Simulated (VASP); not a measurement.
# Cs (P6_3/mmc) in VASP: single point with PBE

Aim: the single point of Cs with PBE.

Program: VASP 6.6.1. These are calculated values, not measurements. Logs are shortened: lines on timing, memory, paths and dates and some standing lists are left out, and cuts for length are marked.

**1. The cell of the first run**

The structure is hexagonal, space group P6_3/mmc (No. 194). The conventional cell has a = 5.636 Å, b = 5.636 Å, c = 19.032 Å, α = 90.00°, β = 90.00°, γ = 120.00°.

**2. Single point, PBE (functional PBE, strained)**

The input, INCAR:

```
SYSTEM = Cs
PREC = Accurate ; ENCUT = 520
EDIFF = 1E-6 ; ISMEAR = 0
SIGMA = 0.1 ; LREAL = .FALSE.
LASPH = .TRUE. ; NELM = 100
ALGO = Normal ; ISIF = 2
LWAVE = .FALSE. ; LCHARG = .FALSE.
GGA = PE ; NBANDS = 26
```

The input, KPOINTS:

```
Automatic mesh
0
G
  9 9 4
  0 0 0
```

The input, POSCAR:

```
Cs
1.0
    5.6358720400      0.0000000000      0.0000000000
   -2.8179360201      4.8808083592      0.0000000000
    0.0000000000      0.0000000000     19.0322149974
Cs
4
Direct
    0.0000000000      0.0000000000      0.0000000000
    0.3333333300      0.6666666700      0.2500000000
    0.0000000000      0.0000000000      0.5000000000
    0.6666666700      0.3333333300      0.7500000000
```

Potentials or basis: VASP PAW PBE potentials, release 64 (Cs_sv).

Started as:

```sh
cat potpaw_PBE.64/Cs_sv/POTCAR > POTCAR
mpirun -np 1 vasp_std > vasp.out
```

OUTCAR:

```text
SYSTEM = Cs
   PREC = Accurate
   ENCUT = 520
   EDIFF = 1E-6
   ISMEAR = 0
   LREAL = .FALSE.
   LASPH = .TRUE.
   NELM = 100
   ISIF = 2
   GGA = PE

 ion  position               nearest neighbor table
   1  0.000  0.000  0.000-
   2  0.333  0.667  0.250-
   3  0.000  0.000  0.500-
   4  0.667  0.333  0.750-

  LATTYP: Found a hexagonal cell.
 ALAT       =     5.6358720400
 C/A-ratio  =     3.3769778416

  Lattice vectors:

 A1 = (   5.6358720400,   0.0000000000,   0.0000000000)
 A2 = (  -2.8179360201,   4.8808083592,   0.0000000000)
 A3 = (   0.0000000000,   0.0000000000,  19.0322149974)

Analysis of symmetry for initial positions (statically):
=====================================================================
 Subroutine PRICEL returns:
 Original cell was already a primitive cell.

 Routine SETGRP: Setting up the symmetry group for a
 hexagonal supercell.

 Subroutine GETGRP returns: Found 24 space group operations
 (whereof 12 operations were pure point group operations)
 out of a pool of 24 trial point group operations.

The static configuration has the point symmetry D_3d.
 The point group associated with its full space group is D_6h.

Analysis of symmetry for dynamics (positions and initial velocities):
=====================================================================
 Subroutine PRICEL returns:
 Original cell was already a primitive cell.

 Routine SETGRP: Setting up the symmetry group for a
 hexagonal supercell.

 Subroutine GETGRP returns: Found 24 space group operations
 (whereof 12 operations were pure point group operations)
 out of a pool of 24 trial point group operations.

The dynamic configuration has the point symmetry D_3d.
 The point group associated with its full space group is D_6h.

 Subroutine INISYM returns: Found 24 space group operations
 (whereof 12 operations are pure point group operations),
 and found     1 'primitive' translations

----------------------------------------------------------------------------------------

                                     Primitive cell

  volume of cell :     523.5308

  direct lattice vectors                    reciprocal lattice vectors
     5.635872040  0.000000000  0.000000000     0.177434830  0.102442047  0.000000000
    -2.817936020  4.880808359  0.000000000     0.000000000  0.204884094  0.000000000
     0.000000000  0.000000000 19.032214997     0.000000000  0.000000000  0.052542492

  length of vectors
     5.635872040  5.635872040 19.032214997     0.204884094  0.204884094  0.052542492

  position of ions in fractional coordinates (direct lattice)
     0.000000000  0.000000000  0.000000000
     0.333333330  0.666666670  0.250000000
     0.000000000  0.000000000  0.500000000
     0.666666670  0.333333330  0.750000000

  ion indices of the primitive-cell ions
   primitive index   ion index
                 1           1
                 2           2
                 3           3
                 4           4

----------------------------------------------------------------------------------------

 KPOINTS: Automatic mesh

Automatic generation of k-mesh.
 Grid dimensions read from file:
 generate k-points for:    9    9    4

 Generating k-lattice:

  Cartesian coordinates                     Fractional coordinates (reciprocal lattice)
     0.019714981  0.011382450  0.000000000     0.111111111  0.000000000  0.000000000
     0.000000000  0.022764899  0.000000000     0.000000000  0.111111111  0.000000000
     0.000000000  0.000000000  0.013135623     0.000000000  0.000000000  0.250000000

  Length of vectors
     0.022764899  0.022764899  0.013135623

  Shift w.r.t. Gamma in fractional coordinates (k-lattice)
     0.000000000  0.000000000  0.000000000

 Subroutine IBZKPT returns following result:
 ===========================================

 Found     36 irreducible k-points:

 Following reciprocal coordinates:
            Coordinates               Weight
  0.000000  0.000000  0.000000      1.000000
  0.111111 -0.000000  0.000000      6.000000
  0.222222  0.000000  0.000000      6.000000
  0.333333  0.000000  0.000000      6.000000
  0.444444  0.000000  0.000000      6.000000
  0.111111  0.111111  0.000000      6.000000
[... 16 lines left out ...]
  0.333333  0.222222  0.250000     24.000000
  0.333333  0.333333  0.250000      4.000000
 [... further k-points ...]
   k-points           NKPTS =     36   k-points in BZ     NKDIM =     36   number of bands    NBANDS=     26
   number of dos      NEDOS =    301   number of ions     NIONS =      4
   total plane-waves  NPLWV = 254016
   dimension x,y,z NGX =    42 NGY =   42 NGZ =  144
   dimension x,y,z NGXF=    84 NGYF=   84 NGZF=  288
   ions per type =               4
   NGX,Y,Z   is equivalent  to a cutoff of  12.39, 12.39, 12.58 a.u.
   NGXF,Y,Z  is equivalent  to a cutoff of  24.78, 24.78, 25.16 a.u.
 SYSTEM =  Cs
   PREC   = accura    normal or accurate (medium, high low for compatibility)
   ISTART =      0    job   : 0-new  1-cont  2-samecut
   ICHARG =      2    charge: 1-file 2-atom 10-const
   ISPIN  =      1    spin polarized calculation?
   LNONCOLLINEAR =      F non collinear calculations
   LSORBIT =      F    spin-orbit coupling
   LASPH  =      T    aspherical Exc in radial PAW
   ENCUT  =  520.0 eV  38.22 Ry    6.18 a.u.  10.48 10.48 35.39*2*pi/ulx,y,z
   NELM   =    100;   NELMIN=  2; NELMDL= -5     # of ELM steps
   EDIFF  = 0.1E-05   stopping-criterion for ELM
   LREAL  =      F    real-space projection
   EDIFFG = 0.1E-04   stopping-criterion for IOM
   NSW    =      0    number of steps for IOM
   IBRION =     -1    ionic relax: 0-MD 1-quasi-New 2-CG
   NFREE  =      0    steps in history (QN), initial steepest desc. (CG)
   ISIF   =      2    stress and relaxation
   ISYM   =      2    0-nonsym 1-usesym 2-fastsym
   POTIM  = 0.5000    time-step for ionic-motion
   TEBEG  =    0.0;   TEEND  =   0.0 temperature during run
   PSTRESS=    0.0 pullay stress
   NELECT =      36.0000    total number of electrons
   NUPDOWN=      -1.0000    fix difference up-down
   EMIN   =  10.00;   EMAX   =-10.00  energy-range for DOS
   EFERMI =   0.00;   METHOD = LEGACY
   ISMEAR =     0;   SIGMA  =   0.10  broadening in eV -4-tet -1-fermi 0-gaus
   EFERMI_NEDOS =   21; number of points for ismear=-14 and -15
   IALGO  =     38    algorithm
   IMIX   =      4    mixing-type and parameters
     AMIX     =   0.40;   BMIX     =  1.00
     AMIX_MAG =   1.60;   BMIX_MAG =  1.00
  volume/ion in A,a.u.               =     130.88       883.24
  Fermi-wavevector in a.u.,A,eV,Ry     =   0.670700  1.267439  6.120423  0.449838
  Thomas-Fermi vector in A             =   1.746297
   LORBIT       =      0    0 simple, 1 ext, 2 COOP (PROOUT), +10 PAW based schemes
   GGA     = PE    functional components
   LHFCALC =     F    Hartree Fock is set to
   AEXX    =    0.0000 exact exchange contribution
   IVDW    =     0    specifies the selected vdW correction
   LEPSILON=     F    determine dielectric tensor
   LRPA    =     F    only Hartree local field effects (RPA)
 non-spin polarized calculation
 Gauss-broadening in eV      SIGMA  =   0.10
  energy-cutoff  :      520.00
  volume of cell :      523.53
 maximum number of plane-waves:     14182
 NGX is ok and might be reduce to    42
   NGX = 21   NGY = 21   NGZ = 71

 number of electron      35.9999997 magnetization

 Free energy of the ion-electron system (eV)
  ---------------------------------------------------
  ext. energy  EPLUGINS =         0.00000000
  ---------------------------------------------------
  free energy    TOTEN  =        -3.38806135 eV

  energy without entropy =       -3.36705246  energy(sigma->0) =       -3.37755691

 E-fermi :   0.1655     XC(G=0):  -5.0921

 val. band max:        0.1273608021   @ k =   0.2222   0.2222   0.0000
 cond. band min:       0.1656900527   @ k =   0.4444   0.0000   0.2500
 fundamental gap:      0.0383292506
 Fermi energy:         0.1654726437

 k-point     1 :       0.0000    0.0000    0.0000
  band No.  band energies     occupation
      1     -23.7809      2.00000
      2     -23.7798      2.00000
      3     -23.7794      2.00000
      4     -23.7782      2.00000
      5     -10.6210      2.00000
      6     -10.5828      2.00000
[... 18 lines left out ...]
     25       2.4609      0.00000
     26       2.4676      0.00000

 k-point     2 :       0.1111   -0.0000    0.0000
  band No.  band energies     occupation
      1     -23.7805      2.00000
      2     -23.7795      2.00000
      3     -23.7791      2.00000
      4     -23.7780      2.00000
      5     -10.6177      2.00000
      6     -10.5833      2.00000
[... 18 lines left out ...]
     25       2.2889      0.00000
     26       2.2999      0.00000

 k-point     3 :       0.2222    0.0000    0.0000
  band No.  band energies     occupation
      1     -23.7796      2.00000
      2     -23.7787      2.00000
      3     -23.7783      2.00000
      4     -23.7775      2.00000
      5     -10.6091      2.00000
      6     -10.5898      2.00000
[... 18 lines left out ...]
     25       1.8818      0.00000
     26       1.9036      0.00000

 k-point     4 :       0.3333    0.0000    0.0000
  band No.  band energies     occupation
      1     -23.7785      2.00000
      2     -23.7779      2.00000
      3     -23.7775      2.00000
      4     -23.7769      2.00000
      5     -10.6095      2.00000
      6     -10.6091      2.00000
[... 18 lines left out ...]
     25       1.6363      0.00000
     26       1.6816      0.00000
[... 496 lines left out ...]
      1     -23.7779      2.00000
      2     -23.7776      2.00000
      3     -23.7770      2.00000
      4     -23.7768      2.00000
      5     -10.6088      2.00000
      6     -10.6071      2.00000
[... 18 lines left out ...]
     25       1.4999      0.00000
     26       1.6957      0.00000

 k-point    23 :       0.3333    0.2222    0.2500
  band No.  band energies     occupation
      1     -23.7773      2.00000
      2     -23.7771      2.00000
      3     -23.7767      2.00000
      4     -23.7766      2.00000
      5     -10.6142      2.00000
      6     -10.6126      2.00000
[... 18 lines left out ...]
     25       1.3862      0.00000
     26       1.5817      0.00000

 k-point    24 :       0.3333    0.3333    0.2500
  band No.  band energies     occupation
      1     -23.7770      2.00000
      2     -23.7770      2.00000
      3     -23.7766      2.00000
      4     -23.7766      2.00000
      5     -10.6057      2.00000
      6     -10.6048      2.00000
[... 18 lines left out ...]
     25       1.2886      0.00000
     26       1.4575      0.00000

 [... further k-points ...]
[... 5 lines left out ...]
  --------------------------------------------------------------------------------------
  -------------------------------------------------------------------------------------
  Total       -0.5471584     -0.5471584     -0.7026298      0.0000000      0.0000000      0.0000000
  in kB       -1.6744856     -1.6744856     -2.1502797      0.0000000      0.0000000      0.0000000
  external PRESSURE =      -1.8330837 kB  Pullay stress =       0.0000000 kB

 VOLUME and BASIS-vectors are now :
 -----------------------------------------------------------------------------
  energy-cutoff  :      520.00
  volume of cell :      523.53
      direct lattice vectors                 reciprocal lattice vectors
     5.635872040  0.000000000  0.000000000     0.177434830  0.102442047  0.000000000
    -2.817936020  4.880808359  0.000000000     0.000000000  0.204884094  0.000000000
     0.000000000  0.000000000 19.032214997     0.000000000  0.000000000  0.052542492

 POSITION                                       TOTAL-FORCE (eV/Angst)
 -----------------------------------------------------------------------------------
      0.00000      0.00000      0.00000        -0.000000      0.000000      0.000000
     -0.00000      3.25387      4.75805         0.000000     -0.000000     -0.000000
      0.00000      0.00000      9.51611        -0.000000      0.000000      0.000000
      2.81794      1.62694     14.27416         0.000000     -0.000000      0.000000
 -----------------------------------------------------------------------------------
    total drift:                                0.000000     -0.000000     -0.000000

  FREE ENERGIE OF THE ION-ELECTRON SYSTEM (eV)
  ---------------------------------------------------
  free  energy   TOTEN  =        -3.3880613506 eV

  energy  without entropy=       -3.3670524619  energy(sigma->0) =       -3.37755691
```

Run time: 3.7 min. Hardware: 1 thread of Intel Xeon 6975P-C (Granite Rapids), shared host; peak memory 0.75 GiB.

What came out:

- Free energy: -3.3881 eV
- Pressure: -0.2 GPa
- Band gap on the k mesh: zero (band 18 reaches 0.82 eV, above the bottom of band 19 at -0.88 eV)

Caveat: the cell differs from its parent crystal (functional PBE, strained); spin-orbit coupling is left out, which moves the levels of the heavy elements.
